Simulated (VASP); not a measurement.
Runs of VASP 6.6.1 on BaO. Symmetry: Fm-3m, No. 225, cubic system. The conventional cell has a = 5.544 Å, b = 5.544 Å, c = 5.544 Å, α = 90.00°, β = 90.00°, γ = 90.00°. Ba (site symmetry m-3m) has 6 O at 2.77 Å within 3.7 Å. Within 3.7 Å of O (site symmetry m-3m) lie 6 Ba at 2.77 Å. 

```tsv
level	k mesh	cutoff (eV)	grid for exact exchange (PRECFOCK)	share of exact exchange	screening parameter	gap on the mesh (eV)	pressure (GPa)
HSE06	6 × 6 × 6	520	Normal	0.25	0.2079 1/Å	3.26	1.1
PBE	6 × 6 × 6	600	-	-	-	1.98	2.8
r2SCAN	6 × 6 × 6	660	-	-	-	2.32	(a)
PBE	8 × 8 × 8	600	-	-	-	1.98	2.8
```

Alike in all rows: task single point; potentials or basis VASP PAW PBE potentials, release 64 (Ba_sv, O); no spin polarisation; cell as given; smearing gaussian 0.01 eV.

Estimate the missing entries.

(a) 1.6.

Caveats: spin-orbit coupling is left out, which moves the levels of the heavy elements; the PAW data sets were made with another functional, which shifts forces and pressure a little (at least some runs).

A k mesh can miss the band edges, and the runs leave out spin-orbit coupling on Ba.
